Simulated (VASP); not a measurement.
# Ag (Fm-3m) in VASP: notebook, part 4 of 4

VASP 6.6.1. Earlier steps stand in the parts before.

### 5 Single point, r2SCAN+D4

This run uses another cell than the first one, of 16.71 Å³/atom, 0.925 times its volume.

Contents of POSCAR:

```
Ag
1.0
    0.0000000000      2.0290398554      2.0290398554
    2.0290398554      0.0000000000      2.0290398554
    2.0290398554      2.0290398554      0.0000000000
Ag
1
Direct
    0.0000000000      0.0000000000      0.0000000000
```

Contents of INCAR.step1:

```
PREC     = Accurate       # precision mode
ENCUT    = 520            # plane-wave cutoff, eV
ISMEAR   = -1             # smearing method
SIGMA    = 0.05           # smearing width, eV
LREAL    = F              # projectors in reciprocal space
LASPH    = T              # aspherical terms in the spheres
NELM     = 80             # most SCF steps
NBANDS   = 12             # bands
GGA      = PE             # functional
ALGO     = Normal         # electronic algorithm
EDIFF    = 1E-4           # SCF threshold, eV
LWAVE    = T              # write WAVECAR
LCHARG   = F              # write CHGCAR
```

Contents of INCAR.step2:

```
PREC     = Accurate       # precision mode
ENCUT    = 520            # plane-wave cutoff, eV
EDIFF    = 1E-6           # SCF threshold, eV
ISMEAR   = -1             # smearing method
SIGMA    = 0.05           # smearing width, eV
LREAL    = F              # projectors in reciprocal space
LASPH    = T              # aspherical terms in the spheres
NELM     = 80             # most SCF steps
ALGO     = Normal         # electronic algorithm
ISIF     = 2              # what is computed and relaxed
LWAVE    = F              # write WAVECAR
LCHARG   = T              # write CHGCAR
METAGGA  = R2SCAN         # meta-GGA
LMIXTAU  = T            
IVDW     = 13             # dispersion correction
LELF     = T              # ELF
LVHAR    = T            
NBANDS   = 12             # bands
VDW_S6   = 1.0          
VDW_S8   = 0.6018749    
VDW_A1   = 0.51559235   
VDW_A2   = 5.77342911   
ISTART   = 1
```

Contents of KPOINTS:

```
Automatic mesh
0
Gamma
  11 11 11
```

Potentials or basis: VASP PAW PBE potentials, release 64 (Ag).

Started as:

```console
$ cat potpaw_PBE.64/Ag/POTCAR > POTCAR
$ cp INCAR.step1 INCAR
$ mpirun -np 1 vasp_std > vasp.out
$ cp INCAR.step2 INCAR
$ mpirun -np 1 vasp_std > vasp.out
```

OUTCAR:

```text
PREC = Accurate
   ENCUT = 520
   EDIFF = 1E-6
   ISMEAR = -1
   LREAL = F
   LASPH = T
   NELM = 80
   ISIF = 2
   METAGGA = R2SCAN
   IVDW = 13
   ISTART = 1

 ion  position               nearest neighbor table
   1  0.000  0.000  0.000-

  LATTYP: Found a face centered cubic cell.
 ALAT       =     4.0580797108

  Lattice vectors:

 A1 = (   0.0000000000,   2.0290398554,   2.0290398554)
 A2 = (   2.0290398554,   0.0000000000,   2.0290398554)
 A3 = (   2.0290398554,   2.0290398554,   0.0000000000)

Analysis of symmetry for initial positions (statically):
=====================================================================
 Subroutine PRICEL returns:
 Original cell was already a primitive cell.

 Routine SETGRP: Setting up the symmetry group for a
 face centered cubic supercell.

 Subroutine GETGRP returns: Found 48 space group operations
 (whereof 48 operations were pure point group operations)
 out of a pool of 48 trial point group operations.

The static configuration has the point symmetry O_h .

Analysis of symmetry for dynamics (positions and initial velocities):
=====================================================================
 Subroutine PRICEL returns:
 Original cell was already a primitive cell.

 Routine SETGRP: Setting up the symmetry group for a
 face centered cubic supercell.

 Subroutine GETGRP returns: Found 48 space group operations
 (whereof 48 operations were pure point group operations)
 out of a pool of 48 trial point group operations.

The dynamic configuration has the point symmetry O_h .

 Subroutine INISYM returns: Found 48 space group operations
 (whereof 48 operations are pure point group operations),
 and found     1 'primitive' translations

----------------------------------------------------------------------------------------

                                     Primitive cell

  volume of cell :      16.7071

  direct lattice vectors                    reciprocal lattice vectors
     0.000000000  2.029039855  2.029039855    -0.246421971  0.246421971  0.246421971
     2.029039855  0.000000000  2.029039855     0.246421971 -0.246421971  0.246421971
     2.029039855  2.029039855  0.000000000     0.246421971  0.246421971 -0.246421971

  length of vectors
     2.869495682  2.869495682  2.869495682     0.426815374  0.426815374  0.426815374

  position of ions in fractional coordinates (direct lattice)
     0.000000000  0.000000000  0.000000000

  ion indices of the primitive-cell ions
   primitive index   ion index
                 1           1

----------------------------------------------------------------------------------------

 KPOINTS: Automatic mesh

Automatic generation of k-mesh.
 Grid dimensions read from file:
 generate k-points for:   11   11   11

 Generating k-lattice:

  Cartesian coordinates                     Fractional coordinates (reciprocal lattice)
    -0.022401997  0.022401997  0.022401997     0.090909091  0.000000000  0.000000000
     0.022401997 -0.022401997  0.022401997     0.000000000  0.090909091  0.000000000
     0.022401997  0.022401997 -0.022401997     0.000000000  0.000000000  0.090909091

  Length of vectors
     0.038801398  0.038801398  0.038801398

  Shift w.r.t. Gamma in fractional coordinates (k-lattice)
     0.000000000  0.000000000  0.000000000

 Subroutine IBZKPT returns following result:
 ===========================================

 Found     56 irreducible k-points:

 Following reciprocal coordinates:
            Coordinates               Weight
  0.000000  0.000000  0.000000      1.000000
  0.090909  0.000000  0.000000      8.000000
  0.181818  0.000000  0.000000      8.000000
  0.272727  0.000000  0.000000      8.000000
  0.363636  0.000000  0.000000      8.000000
  0.454545  0.000000  0.000000      8.000000
[... 16 lines left out ...]
 -0.272727  0.181818  0.000000     24.000000
 -0.181818  0.181818  0.000000     12.000000
 [... further k-points ...]
   k-points           NKPTS =     56   k-points in BZ     NKDIM =     56   number of bands    NBANDS=     12
   number of dos      NEDOS =    301   number of ions     NIONS =      1
   total plane-waves  NPLWV =  13824
   dimension x,y,z NGX =    24 NGY =   24 NGZ =   24
   dimension x,y,z NGXF=    48 NGYF=   48 NGZF=   48
   ions per type =               1
   NGX,Y,Z   is equivalent  to a cutoff of  13.90, 13.90, 13.90 a.u.
   NGXF,Y,Z  is equivalent  to a cutoff of  27.81, 27.81, 27.81 a.u.
 SYSTEM =  unknown system
   PREC   = accura    normal or accurate (medium, high low for compatibility)
   ISTART =      1    job   : 0-new  1-cont  2-samecut
   ICHARG =      0    charge: 1-file 2-atom 10-const
   ISPIN  =      1    spin polarized calculation?
   LNONCOLLINEAR =      F non collinear calculations
   LSORBIT =      F    spin-orbit coupling
   LASPH  =      T    aspherical Exc in radial PAW
   ENCUT  =  520.0 eV  38.22 Ry    6.18 a.u.   5.34  5.34  5.34*2*pi/ulx,y,z
   NELM   =     80;   NELMIN=  2; NELMDL=  0     # of ELM steps
   EDIFF  = 0.1E-05   stopping-criterion for ELM
   LREAL  =      F    real-space projection
   EDIFFG = 0.1E-04   stopping-criterion for IOM
   NSW    =      0    number of steps for IOM
   IBRION =     -1    ionic relax: 0-MD 1-quasi-New 2-CG
   NFREE  =      0    steps in history (QN), initial steepest desc. (CG)
   ISIF   =      2    stress and relaxation
   ISYM   =      2    0-nonsym 1-usesym 2-fastsym
   POTIM  = 0.5000    time-step for ionic-motion
   TEBEG  =    0.0;   TEEND  =   0.0 temperature during run
   PSTRESS=    0.0 pullay stress
   NELECT =      11.0000    total number of electrons
   NUPDOWN=      -1.0000    fix difference up-down
   EMIN   =  10.00;   EMAX   =-10.00  energy-range for DOS
   EFERMI =   0.00;   METHOD = LEGACY
   ISMEAR =    -1;   SIGMA  =   0.05  broadening in eV -4-tet -1-fermi 0-gaus
   EFERMI_NEDOS =   21; number of points for ismear=-14 and -15
   IALGO  =     38    algorithm
   IMIX   =      4    mixing-type and parameters
     AMIX     =   0.40;   BMIX     =  1.00
     AMIX_MAG =   1.60;   BMIX_MAG =  1.00
  volume/ion in A,a.u.               =      16.71       112.75
  Fermi-wavevector in a.u.,A,eV,Ry     =   1.424203  2.691353 27.597424  2.028353
  Thomas-Fermi vector in A             =   2.544719
   LORBIT       =      0    0 simple, 1 ext, 2 COOP (PROOUT), +10 PAW based schemes
   METAGGA = R2SCAN    functional components
   LHFCALC =     F    Hartree Fock is set to
   AEXX    =    0.0000 exact exchange contribution
   IVDW    =    13    specifies the selected vdW correction
   LEPSILON=     F    determine dielectric tensor
   LRPA    =     F    only Hartree local field effects (RPA)
 non-spin polarized calculation
  energy-cutoff  :      520.00
  volume of cell :       16.71
 maximum number of plane-waves:       462
 NGX is ok and might be reduce to    24
   NGX = 11   NGY = 11   NGZ = 11

 number of electron      11.0000000 magnetization

 Free energy of the ion-electron system (eV)
  ---------------------------------------------------
  ext. energy  EPLUGINS =         0.00000000
  ---------------------------------------------------
  free energy    TOTEN  =       -21.35351573 eV

  energy without entropy =      -21.35073279  energy(sigma->0) =      -21.35212426

 E-fermi :   8.9868     XC(G=0): -13.1160

 val. band max:        8.9466321945   @ k =  -0.4545   0.0909   0.0000
 cond. band min:       9.0465635334   @ k =   0.4545   0.3636   0.0000
 fundamental gap:      0.0999313389
 Fermi energy:         8.9867752117

 k-point     1 :       0.0000    0.0000    0.0000
  band No.  band energies     occupation
      1       0.5944      2.00000
      2       3.4914      2.00000
      3       3.4914      2.00000
      4       3.4914      2.00000
      5       4.5745      2.00000
      6       4.5745      2.00000
      7      25.4133      0.00000
      8      29.2790      0.00000
      9      29.2790      0.00000
     10      29.2790      0.00000
     11      34.2873      0.00000
     12      35.4757      0.00000
[... 331 lines left out ...]
 k-point    24 :      -0.1818    0.1818    0.0000
  band No.  band energies     occupation
      1       2.6550      2.00000
      2       3.0696      2.00000
      3       3.7334      2.00000
      4       4.1401      2.00000
      5       4.1634      2.00000
      6       5.8455      2.00000
      7      21.2828      0.00000
      8      21.6588      0.00000
      9      28.2587      0.00000
     10      30.0995      0.00000
     11      30.8944      0.00000
     12      34.6246      0.00000

 [... further k-points ...]

------------------------ aborting loop because EDIFF is reached ----------------------------------------

  DFT-D4 for vdW energy calculation

  Edisp (eV):   -0.19998

  FORCE on cell =-STRESS in cart. coord.  units (eV):
  Direction    XX          YY          ZZ          XY          YZ          ZX
  --------------------------------------------------------------------------------------
  -------------------------------------------------------------------------------------
  Total       0.21420     0.21420     0.21420     0.00000     0.00000     0.00000
  in kB      20.54105    20.54105    20.54105     0.00000     0.00000     0.00000
  external pressure =       20.54 kB  Pullay stress =        0.00 kB

 VOLUME and BASIS-vectors are now :
 -----------------------------------------------------------------------------
  energy-cutoff  :      520.00
  volume of cell :       16.71
      direct lattice vectors                 reciprocal lattice vectors
     0.000000000  2.029039855  2.029039855    -0.246421971  0.246421971  0.246421971
     2.029039855  0.000000000  2.029039855     0.246421971 -0.246421971  0.246421971
     2.029039855  2.029039855  0.000000000     0.246421971  0.246421971 -0.246421971

 POSITION                                       TOTAL-FORCE (eV/Angst)
 -----------------------------------------------------------------------------------
      0.00000      0.00000      0.00000         0.000000      0.000000      0.000000
 -----------------------------------------------------------------------------------
    total drift:                                0.000000      0.000000     -0.000000

  FREE ENERGIE OF THE ION-ELECTRON SYSTEM (eV)
  ---------------------------------------------------
  free  energy   TOTEN  =       -21.5534955582 eV

  energy  without entropy=      -21.5507126161  energy(sigma->0) =      -21.55210409
```

It took 30 s on 1 thread of Intel Xeon 6975P-C, shared host; peak memory 0.15 GiB.

Results:

```yaml
Free_energy: -21.5535 eV
Pressure: 2.1 GPa
Dispersion_energy_per_atom: -0.200 eV
```

Levels at points of the mesh, in eV from the Fermi level:
```csv
k point,band 3,band 4,band 5,band 6,band 7,band 8,band 9,band 10
"(0.00, 0.00, 0.00)",-5.50,-5.50,-4.41,-4.41,16.43,20.29,20.29,20.29
```

Caveat: the PAW data sets were made with another functional, which shifts forces and pressure a little; pairwise dispersion overbinds metals, which lowers pressure and volume.

### 6 Summary

| level | cell | gap on the mesh (eV) | pressure (GPa) |
| --- | --- | --- | --- |
| BLYP+D3(BJ) | a = 2.946 Å, angles 60.0°, 1 atom | none | -5.9 |
| r2SCAN+D4 | a = 2.830 Å, angles 60.0°, 1 atom | none | 7.8 |
| r2SCAN+D4 | a = 2.850 Å, angles 60.0°, 1 atom | none | 4.7 |
| r2SCAN+D4 | a = 2.869 Å, angles 60.0°, 1 atom | none | 2.1 |

Alike in all rows: task single point; potentials or basis VASP PAW PBE potentials, release 64 (Ag); no spin polarisation; k mesh 11 × 11 × 11; cutoff (eV) 520; smearing fermi-dirac 0.05 eV.

Caveats: the PAW data sets were made with another functional, which shifts forces and pressure a little; pairwise dispersion overbinds metals, which lowers pressure and volume.

Total energies depend on the potentials used, so only differences within one code and one set of settings carry meaning.
